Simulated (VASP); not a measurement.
Here is a VASP 6.6.1 calculation.

Contents of INCAR:

```
PREC     = Accurate       # precision mode
ENCUT    = 600            # plane-wave cutoff, eV
EDIFF    = 1E-6           # SCF threshold, eV
ISMEAR   = -1             # smearing method
SIGMA    = 0.1            # smearing width, eV
LREAL    = False          # projectors in reciprocal space
LASPH    = True           # aspherical terms in the spheres
NELM     = 100            # most SCF steps
ALGO     = Normal         # electronic algorithm
ISIF     = 3              # what is computed and relaxed
LWAVE    = False          # write WAVECAR
LCHARG   = False          # write CHGCAR
GGA      = PS             # functional
IBRION   = 2              # ionic algorithm
NSW      = 60             # ionic steps
EDIFFG   = -0.005         # ionic threshold
PSTRESS  = -1.2
```

KPOINTS

```
Automatic mesh
0
Gamma
  14 14 14
```

The input POSCAR:

```
Ga
1.0
    2.6906780118      0.0000000000      0.0000000000
    0.0000000000      2.6906780118      0.0000000000
    0.0000000000      0.0000000000      2.6906780118
Ga
1
Direct
    0.0000000000      0.0000000000      0.0000000000
```

Potentials or basis: VASP PAW PBE potentials, release 64 (Ga_d).

Launch:

```bash
$ cat potpaw_PBE.64/Ga_d/POTCAR > POTCAR
$ mpirun -np 1 vasp_std > vasp.out
```

(1) Estimate the relaxed volume.

(2) Estimate the relaxed cell.

(3) Predict the space group after relaxing (to 0.05 Å).

Results:

(1) 18.84 Å³/atom.

(2) a = 2.661 Å, b = 2.661 Å, c = 2.661 Å, α = 90.00°, β = 90.00°, γ = 90.00°.

(3) Pm-3m (No. 221).

Caveat: the cell is relaxed towards a set pressure, so the enthalpy falls and the energy may rise; the PAW data sets were made with another functional, which shifts forces and pressure a little.
